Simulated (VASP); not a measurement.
# BN (I-4m2) in VASP: a series of runs, part 4 of 4

VASP 6.6.1. The steps go on from the part before.

## 5. Single point, PBE (uniaxial z strain +1.0%)

Input file INCAR:

```
SYSTEM = BN
ALGO = Normal
EDIFF = 1E-6
ENCUT = 520
GGA = PE
ISIF = 2
ISMEAR = 0
LASPH = .TRUE.
LCHARG = .FALSE.
LREAL = .FALSE.
LWAVE = .FALSE.
NBANDS = 11
NELM = 60
PREC = Accurate
SIGMA = 0.01
```

Input file KPOINTS:

```
k-points
0
G
  6 6 6
  0 0 0
```

Input file POSCAR:

```
BN
1.0
    0.0000000000      1.8048254650      1.8228737197
    1.8048254650      0.0000000000      1.8228737197
    1.8048254650      1.8048254650      0.0000000000
B N
1 1
Direct
    0.0000000000      0.0000000000      0.0000000000
    0.2500000000      0.2500000000      0.2500000000
```

Potentials or basis: VASP PAW PBE potentials, release 64 (B, N).

On the command line:

```console
$ cat potpaw_PBE.64/B/POTCAR potpaw_PBE.64/N/POTCAR > POTCAR
$ mpirun -np 1 vasp_std > vasp.out
```

OUTCAR:

```text
SYSTEM = BN
   EDIFF = 1E-6
   ENCUT = 520
   GGA = PE
   ISIF = 2
   ISMEAR = 0
   LASPH = .TRUE.
   LREAL = .FALSE.
   NELM = 60
   PREC = Accurate

 ion  position               nearest neighbor table
   1  0.000  0.000  0.000-   2 1.57   2 1.57   2 1.57   2 1.57
   2  0.250  0.250  0.250-   1 1.57   1 1.57   1 1.57   1 1.57

  LATTYP: Found a body centered tetragonal cell.
 ALAT       =     2.5524086503
 C/A-ratio  =     1.4283556980

  Lattice vectors:

 A1 = (  -1.8048254650,   0.0000000000,   1.8228737197)
 A2 = (   1.8048254650,   0.0000000000,   1.8228737197)
 A3 = (   0.0000000000,   1.8048254650,  -1.8228737197)

Analysis of symmetry for initial positions (statically):
=====================================================================
 Subroutine PRICEL returns:
 Original cell was already a primitive cell.

 Routine SETGRP: Setting up the symmetry group for a
 body centered tetragonal supercell.

 Subroutine GETGRP returns: Found  8 space group operations
 (whereof  8 operations were pure point group operations)
 out of a pool of 16 trial point group operations.

The static configuration has the point symmetry D_2d.

Analysis of symmetry for dynamics (positions and initial velocities):
=====================================================================
 Subroutine PRICEL returns:
 Original cell was already a primitive cell.

 Routine SETGRP: Setting up the symmetry group for a
 body centered tetragonal supercell.

 Subroutine GETGRP returns: Found  8 space group operations
 (whereof  8 operations were pure point group operations)
 out of a pool of 16 trial point group operations.

The dynamic configuration has the point symmetry D_2d.

 Subroutine INISYM returns: Found  8 space group operations
 (whereof  8 operations are pure point group operations),
 and found     1 'primitive' translations

----------------------------------------------------------------------------------------

                                     Primitive cell

  volume of cell :      11.8756

  direct lattice vectors                    reciprocal lattice vectors
     0.000000000  1.804825465  1.822873720    -0.277035098  0.277035098  0.274292176
     1.804825465  0.000000000  1.822873720     0.277035098 -0.277035098  0.274292176
     1.804825465  1.804825465  0.000000000     0.277035098  0.277035098 -0.274292176

  length of vectors
     2.565202440  2.565202440  2.552408650     0.478260483  0.478260483  0.478260483

  position of ions in fractional coordinates (direct lattice)
     0.000000000  0.000000000  0.000000000
     0.250000000  0.250000000  0.250000000

  ion indices of the primitive-cell ions
   primitive index   ion index
                 1           1
                 2           2

----------------------------------------------------------------------------------------

 KPOINTS: k-points

Automatic generation of k-mesh.
 Grid dimensions read from file:
 generate k-points for:    6    6    6

 Generating k-lattice:

  Cartesian coordinates                     Fractional coordinates (reciprocal lattice)
    -0.046172516  0.046172516  0.045715363     0.166666667 -0.000000000  0.000000000
     0.046172516 -0.046172516  0.045715363    -0.000000000  0.166666667  0.000000000
     0.046172516  0.046172516 -0.045715363     0.000000000  0.000000000  0.166666667

  Length of vectors
     0.079710080  0.079710080  0.079710080

  Shift w.r.t. Gamma in fractional coordinates (k-lattice)
     0.000000000  0.000000000  0.000000000

 Subroutine IBZKPT returns following result:
 ===========================================

 Found     30 irreducible k-points:

 Following reciprocal coordinates:
            Coordinates               Weight
  0.000000  0.000000  0.000000      1.000000
  0.166667  0.000000  0.000000      8.000000
  0.333333 -0.000000  0.000000      8.000000
  0.500000  0.000000  0.000000      4.000000
  0.166667  0.166667  0.000000      2.000000
  0.333333  0.166667  0.000000      8.000000
[... 16 lines left out ...]
  0.333333  0.000000  0.333333      4.000000
  0.500000 -0.000000  0.333333     16.000000
 [... further k-points ...]
   k-points           NKPTS =     30   k-points in BZ     NKDIM =     30   number of bands    NBANDS=     11
   number of dos      NEDOS =    301   number of ions     NIONS =      2
   total plane-waves  NPLWV =   8000
   dimension x,y,z NGX =    20 NGY =   20 NGZ =   20
   dimension x,y,z NGXF=    40 NGYF=   40 NGZF=   40
   ions per type =               1   1
   NGX,Y,Z   is equivalent  to a cutoff of  12.96, 12.96, 13.03 a.u.
   NGXF,Y,Z  is equivalent  to a cutoff of  25.92, 25.92, 26.05 a.u.
 SYSTEM =  BN
   PREC   = accura    normal or accurate (medium, high low for compatibility)
   ISTART =      0    job   : 0-new  1-cont  2-samecut
   ICHARG =      2    charge: 1-file 2-atom 10-const
   ISPIN  =      1    spin polarized calculation?
   LNONCOLLINEAR =      F non collinear calculations
   LSORBIT =      F    spin-orbit coupling
   LASPH  =      T    aspherical Exc in radial PAW
   ENCUT  =  520.0 eV  38.22 Ry    6.18 a.u.   4.77  4.77  4.75*2*pi/ulx,y,z
   NELM   =     60;   NELMIN=  2; NELMDL= -5     # of ELM steps
   EDIFF  = 0.1E-05   stopping-criterion for ELM
   LREAL  =      F    real-space projection
   EDIFFG = 0.1E-04   stopping-criterion for IOM
   NSW    =      0    number of steps for IOM
   IBRION =     -1    ionic relax: 0-MD 1-quasi-New 2-CG
   NFREE  =      0    steps in history (QN), initial steepest desc. (CG)
   ISIF   =      2    stress and relaxation
   ISYM   =      2    0-nonsym 1-usesym 2-fastsym
   POTIM  = 0.5000    time-step for ionic-motion
   TEBEG  =    0.0;   TEEND  =   0.0 temperature during run
   PSTRESS=    0.0 pullay stress
   NELECT =       8.0000    total number of electrons
   NUPDOWN=      -1.0000    fix difference up-down
   EMIN   =  10.00;   EMAX   =-10.00  energy-range for DOS
   EFERMI =   0.00;   METHOD = LEGACY
   ISMEAR =     0;   SIGMA  =   0.01  broadening in eV -4-tet -1-fermi 0-gaus
   EFERMI_NEDOS =   21; number of points for ismear=-14 and -15
   IALGO  =     38    algorithm
   IMIX   =      4    mixing-type and parameters
     AMIX     =   0.40;   BMIX     =  1.00
     AMIX_MAG =   1.60;   BMIX_MAG =  1.00
  volume/ion in A,a.u.               =       5.94        40.07
  Fermi-wavevector in a.u.,A,eV,Ry     =   1.435112  2.711969 28.021835  2.059547
  Thomas-Fermi vector in A             =   2.554446
   LORBIT       =      0    0 simple, 1 ext, 2 COOP (PROOUT), +10 PAW based schemes
   GGA     = PE    functional components
   LHFCALC =     F    Hartree Fock is set to
   AEXX    =    0.0000 exact exchange contribution
   IVDW    =     0    specifies the selected vdW correction
   LEPSILON=     F    determine dielectric tensor
   LRPA    =     F    only Hartree local field effects (RPA)
 non-spin polarized calculation
 Gauss-broadening in eV      SIGMA  =   0.01
  energy-cutoff  :      520.00
  volume of cell :       11.88
 maximum number of plane-waves:       332
   NGX =  9   NGY =  9   NGZ =  9

 number of electron       7.9999999 magnetization

 Free energy of the ion-electron system (eV)
  ---------------------------------------------------
  ext. energy  EPLUGINS =         0.00000000
  ---------------------------------------------------
  free energy    TOTEN  =       -17.44537883 eV

  energy without entropy =      -17.44537883  energy(sigma->0) =      -17.44537883

 E-fermi :   7.4631     XC(G=0): -12.7942

 val. band max:        7.3714801294   @ k =   0.0000   0.0000   0.0000
 cond. band min:      11.7334477053   @ k =   0.5000   0.0000   0.5000
 fundamental gap:      4.3619675759
 Fermi energy:         7.4631403232

 k-point     1 :       0.0000    0.0000    0.0000
  band No.  band energies     occupation
      1     -12.8310      2.00000
      2       7.2719      2.00000
      3       7.3715      2.00000
      4       7.3715      2.00000
      5      16.1070      0.00000
      6      16.1070      0.00000
      7      16.1778      0.00000
      8      17.5968      0.00000
      9      31.9856      0.00000
     10      34.7674      0.00000
     11      35.2935      0.00000
[... 309 lines left out ...]
 k-point    24 :       0.5000   -0.0000    0.3333
  band No.  band energies     occupation
      1      -7.7998      2.00000
      2      -0.7305      2.00000
      3       1.4354      2.00000
      4       3.0004      2.00000
      5      13.4968      0.00000
      6      18.3525      0.00000
      7      23.3979      0.00000
      8      23.6756      0.00000
      9      27.3294      0.00000
     10      33.8930      0.00000
     11      37.4372      0.00000

 [... further k-points ...]
[... 5 lines left out ...]
  --------------------------------------------------------------------------------------
  -------------------------------------------------------------------------------------
  Total        0.2434912      0.2434912     -0.2136215      0.0000000      0.0000000      0.0000000
  in kB       32.8501122     32.8501122    -28.8203027      0.0000000      0.0000000      0.0000000
  external PRESSURE =      12.2933072 kB  Pullay stress =       0.0000000 kB

 VOLUME and BASIS-vectors are now :
 -----------------------------------------------------------------------------
  energy-cutoff  :      520.00
  volume of cell :       11.88
      direct lattice vectors                 reciprocal lattice vectors
     0.000000000  1.804825465  1.822873720    -0.277035098  0.277035098  0.274292176
     1.804825465  0.000000000  1.822873720     0.277035098 -0.277035098  0.274292176
     1.804825465  1.804825465  0.000000000     0.277035098  0.277035098 -0.274292176

 POSITION                                       TOTAL-FORCE (eV/Angst)
 -----------------------------------------------------------------------------------
      0.00000      0.00000      0.00000         0.000000      0.000000      0.000000
      0.90241      0.90241      0.91144        -0.000000     -0.000000     -0.000000
 -----------------------------------------------------------------------------------
    total drift:                               -0.000000     -0.000000      0.000001

  FREE ENERGIE OF THE ION-ELECTRON SYSTEM (eV)
  ---------------------------------------------------
  free  energy   TOTEN  =       -17.4453788302 eV

  energy  without entropy=      -17.4453788302  energy(sigma->0) =      -17.44537883
```

OSZICAR:

```text
N       E                     dE             d eps       ncg     rms          rms(c)
DAV:   1     0.100390465955E+02    0.10039E+02   -0.50542E+03   700   0.729E+02
DAV:   2    -0.179158933555E+02   -0.27955E+02   -0.27353E+02   786   0.164E+02
DAV:   3    -0.184034675074E+02   -0.48757E+00   -0.48704E+00   786   0.189E+01
DAV:   4    -0.184039958716E+02   -0.52836E-03   -0.52836E-03   708   0.705E-01
DAV:   5    -0.184039963933E+02   -0.52176E-06   -0.52177E-06   759   0.213E-02    0.668E+00
DAV:   6    -0.175297713657E+02    0.87423E+00   -0.29553E+00   687   0.990E+00    0.325E+00
DAV:   7    -0.174592699251E+02    0.70501E-01   -0.10081E-01   714   0.263E+00    0.192E+00
DAV:   8    -0.174451093788E+02    0.14161E-01   -0.35343E-02   720   0.137E+00    0.189E-01
DAV:   9    -0.174452860565E+02   -0.17668E-03   -0.96922E-04   684   0.258E-01    0.824E-02
DAV:  10    -0.174453734850E+02   -0.87429E-04   -0.12157E-04   720   0.943E-02    0.150E-02
DAV:  11    -0.174453788102E+02   -0.53251E-05   -0.93035E-06   749   0.250E-02    0.105E-02
DAV:  12    -0.174453788302E+02   -0.19969E-07   -0.15702E-06   387   0.862E-03
   1 F= -.17445379E+02 E0= -.17445379E+02  d E =-.169900E-40
```

Run time: 9.1 s. Hardware: 1 thread of AMD EPYC 7R13, shared host; peak memory 0.09 GiB.

What came out:

* Free energy: -17.4454 eV
* Pressure: 1.2 GPa
* Band gap on the k mesh: 4.36 eV, indirect (least direct gap 8.74 eV)

Levels at points of the mesh, in eV from the valence-band top:
```tsv
k point	band 2	band 3	band 4	band 5	band 6	band 7
(0.00, 0.00, 0.00)	-0.10	0.00	0.00	8.74	8.74	8.81
(0.50, 0.00, 0.00)	-10.67	-2.04	-1.89	9.99	10.64	10.69
(0.50, 0.50, 0.00)	-9.01	-4.82	-4.82	4.53	9.32	17.78
(0.50, 0.00, 0.50)	-8.87	-4.96	-4.95	4.36	9.09	17.73
```

Caveat: the k points lie up to 0.50 Å⁻¹ apart; the cell differs from its parent crystal (uniaxial z strain +1.0%). A k mesh can miss the band edges.

## 6. Single point, PBE (uniaxial z strain +2.0%)

Input file INCAR:

```
SYSTEM = BN
PREC = Accurate ; ENCUT = 520
EDIFF = 1E-6 ; ISMEAR = 0
SIGMA = 0.01 ; LREAL = .FALSE.
LASPH = .TRUE. ; NELM = 80
ALGO = Normal ; ISIF = 2
LWAVE = .FALSE. ; LCHARG = .FALSE.
GGA = PE ; NBANDS = 11
```

Input file KPOINTS:

```
Automatic mesh
0
G
  6 6 6
  0 0 0
```

Input file POSCAR:

```
BN
1.0
    0.0000000000      1.8048254650      1.8409219743
    1.8048254650      0.0000000000      1.8409219743
    1.8048254650      1.8048254650      0.0000000000
B N
1 1
Direct
    0.0000000000      0.0000000000      0.0000000000
    0.2500000000      0.2500000000      0.2500000000
```

Potentials or basis: VASP PAW PBE potentials, release 64 (B, N).

On the command line:

```console
$ cat potpaw_PBE.64/B/POTCAR potpaw_PBE.64/N/POTCAR > POTCAR
$ mpirun -np 1 vasp_std > vasp.out
```

OUTCAR:

```text
SYSTEM = BN
   PREC = Accurate
   ENCUT = 520
   EDIFF = 1E-6
   ISMEAR = 0
   LREAL = .FALSE.
   LASPH = .TRUE.
   NELM = 80
   ISIF = 2
   GGA = PE

 ion  position               nearest neighbor table
   1  0.000  0.000  0.000-   2 1.57   2 1.57   2 1.57   2 1.57
   2  0.250  0.250  0.250-   1 1.57   1 1.57   1 1.57   1 1.57

  LATTYP: Found a body centered tetragonal cell.
 ALAT       =     2.5524086503
 C/A-ratio  =     1.4424978336

  Lattice vectors:

 A1 = (  -1.8048254650,   0.0000000000,   1.8409219743)
[... 514 lines left out ...]
      7      23.0266      0.00000
      8      23.5381      0.00000
      9      27.1118      0.00000
     10      33.5860      0.00000
     11      37.1313      0.00000

 [... further k-points ...]
[... 5 lines left out ...]
  --------------------------------------------------------------------------------------
  -------------------------------------------------------------------------------------
  Total        0.1255737      0.1255737     -0.7972961      0.0000000      0.0000000     -0.0000000
  in kB       16.7754261     16.7754261   -106.5109880      0.0000000      0.0000000     -0.0000000
  external PRESSURE =     -24.3200453 kB  Pullay stress =       0.0000000 kB

 VOLUME and BASIS-vectors are now :
 -----------------------------------------------------------------------------
  energy-cutoff  :      520.00
  volume of cell :       11.99
      direct lattice vectors                 reciprocal lattice vectors
     0.000000000  1.804825465  1.840921974    -0.277035098  0.277035098  0.271603037
     1.804825465  0.000000000  1.840921974     0.277035098 -0.277035098  0.271603037
     1.804825465  1.804825465  0.000000000     0.277035098  0.277035098 -0.271603037

 POSITION                                       TOTAL-FORCE (eV/Angst)
 -----------------------------------------------------------------------------------
      0.00000      0.00000      0.00000         0.000000      0.000000      0.000000
      0.90241      0.90241      0.92046        -0.000000     -0.000000     -0.000000
 -----------------------------------------------------------------------------------
    total drift:                               -0.000000     -0.000000      0.000001

  FREE ENERGIE OF THE ION-ELECTRON SYSTEM (eV)
  ---------------------------------------------------
  free  energy   TOTEN  =       -17.4405758428 eV

  energy  without entropy=      -17.4405758428  energy(sigma->0) =      -17.44057584
```

Wall time 5.8 s (1 thread of AMD EPYC 7R13, shared host); peak memory 0.09 GiB.

What came out:

```yaml
Free_energy: -17.4406 eV
Pressure: -2.4 GPa
Band_gap_on_the_k_mesh: 4.26 eV, indirect (least direct gap 8.63 eV)
```

Caveat: the k points lie up to 0.50 Å⁻¹ apart; the cell differs from its parent crystal (uniaxial z strain +2.0%).

## 7. Overview

| cell | gap on the mesh (eV) | pressure (GPa) |
| --- | --- | --- |
| a = 2.514, b = 2.514, c = 2.552 Å, angles 59.5, 59.5, 61.0°, 2 atoms | 3.94 | 17.7 |
| a = 2.527, b = 2.527, c = 2.552 Å, angles 59.7, 59.7, 60.7°, 2 atoms | 4.12 | 13.3 |
| a = 2.540, b = 2.540, c = 2.552 Å, angles 59.8, 59.8, 60.3°, 2 atoms | 4.29 | 9.1 |
| a = 2.565, b = 2.565, c = 2.552 Å, angles 60.2, 60.2, 59.7°, 2 atoms | 4.36 | 1.2 |
| a = 2.578, b = 2.578, c = 2.552 Å, angles 60.3, 60.3, 59.3°, 2 atoms | 4.26 | -2.4 |

Alike in all rows: task single point; level PBE; potentials or basis VASP PAW PBE potentials, release 64 (B, N); no spin polarisation; k mesh 6 × 6 × 6; cutoff (eV) 520; smearing gaussian 0.01 eV.

Caveats: all runs use coarse meshes.

Total energies depend on the potentials used, so only differences within one code and one set of settings carry meaning.
